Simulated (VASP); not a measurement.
Runs of VASP 6.6.1 on In. The structure is that of space group Fm-3m (No. 225), or close to it. The cells are those of the table. 

```csv
task,cell,cutoff (eV),gap on the mesh (eV),pressure (GPa)
relaxation of shape and atoms at fixed volume,"relaxed from a = 3.245 Å, angles 119.9, 119.9, 90.1°, 1 atom",600,none,6.4
single point,"a = 3.453 Å, angles 119.9, 119.9, 90.1°, 1 atom",520,none,-1.9
single point,"a = 3.377 Å, angles 122.5, 122.5, 85.8°, 1 atom",520,none,2.0
single point,"a = 3.282 Å, angles 119.9, 119.9, 90.1°, 1 atom",520,none,4.3
single point,"a = 3.496 Å, angles 119.9, 119.9, 90.1°, 1 atom",520,none,(a)
```

Alike in all rows: level PBE; potentials or basis VASP PAW PBE potentials, release 64 (In_d); no spin polarisation; k mesh 18 × 18 × 18; smearing gaussian 0.1 eV.

**Question.** Estimate the missing entries.

**Answer.** (a) -2.7.

Caveats: spin-orbit coupling is left out, which moves the levels of the heavy elements; the cell stands under pressure (at least some runs).

A k mesh can miss the band edges, and the runs leave out spin-orbit coupling on In.

A gap of «none» marks levels without a gap at the run's occupations.
